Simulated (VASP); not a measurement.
Runs of VASP 6.6.1 on RbBr. It takes space group Pm-3m (No. 221, cubic). The conventional cell has a = 4.126 Å, b = 4.126 Å, c = 4.126 Å, α = 90.00°, β = 90.00°, γ = 90.00°. Rb (site symmetry m-3m) has 8 Br at 3.57 Å and 6 Rb at 4.13 Å within 4.7 Å. Within 4.7 Å of Br (site symmetry m-3m) lie 8 Rb at 3.57 Å and 6 Br at 4.13 Å. 

```tsv
level	k mesh	grid for exact exchange (PRECFOCK)	share of exact exchange	screening parameter	gap on the mesh (eV)	pressure (GPa)
PBE-based screened hybrid with 30 % exact exchange	4 × 4 × 4	Normal	0.3	0.2 1/Å	(b)	(a)
PBE-based screened hybrid with 15 % exact exchange	4 × 4 × 4	Normal	0.15	0.2 1/Å	(c)	0.6
PBE-based screened hybrid with 5 % exact exchange	4 × 4 × 4	Normal	0.05	0.2 1/Å	4.32	0.8
PBE-based screened hybrid with 20 % exact exchange	4 × 4 × 4	Normal	0.2	0.2 1/Å	5.04	0.5
PBE	7 × 7 × 7	-	-	-	4.10	0.8
```

Alike in all rows: task single point; potentials or basis VASP PAW PBE potentials, release 64 (Rb_sv, Br); no spin polarisation; cell as given; cutoff (eV) 520; smearing fermi-dirac 0.05 eV.

Problem. Estimate the missing entries.

Solution. (a) 0.4; (b) 5.53; (c) 4.80.

Caveats: the PAW data sets were made with another functional, which shifts forces and pressure a little (at least some runs); an odd mesh through Γ misses points on the zone boundary, where band edges can lie (at least some runs).

A k mesh can miss the band edges, and the runs leave out spin-orbit coupling on Br, Rb.
